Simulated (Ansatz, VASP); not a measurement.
# One calculation of Zn2Ga, two programs

```
Zn Ga
1.0
    -1.82545    1.82545    3.76805
     1.82545   -1.82545    3.76805
     1.82545    1.82545   -3.76805
Zn Ga
2 1
Direct
  0.66551 0.66551 0.00000
  0.33449 0.33449 0.00000
  0.00000 0.00000 0.00000
```

Alike in both runs: functional PBE; k mesh 18 × 18 × 18; occupations gaussian, width 0.1 eV; no spin polarisation.

Ansatz relaxed the structure, and its values are those at the end. VASP's run is a single point on that final structure, the one shown.

|  | VASP | Ansatz |
| --- | --- | --- |
| version | VASP 6.6.1 | Ansatz 0.2.0 |
| potentials or method | VASP PAW PBE potentials, release 64 (Zn, Ga_d), cutoff 520 eV | scalar-relativistic, plane waves, PAW |
| valence electrons in the cell | 37 | 37 |

|  | VASP | Ansatz | Ansatz less VASP |
| --- | --- | --- | --- |
| gap on the k mesh at the Fermi level (eV) | none | none | - |
| pressure (GPa) | 0.2 | 0.0 | -0.22 |

A gap of «none» marks a metal or a gap that the smearing closes.
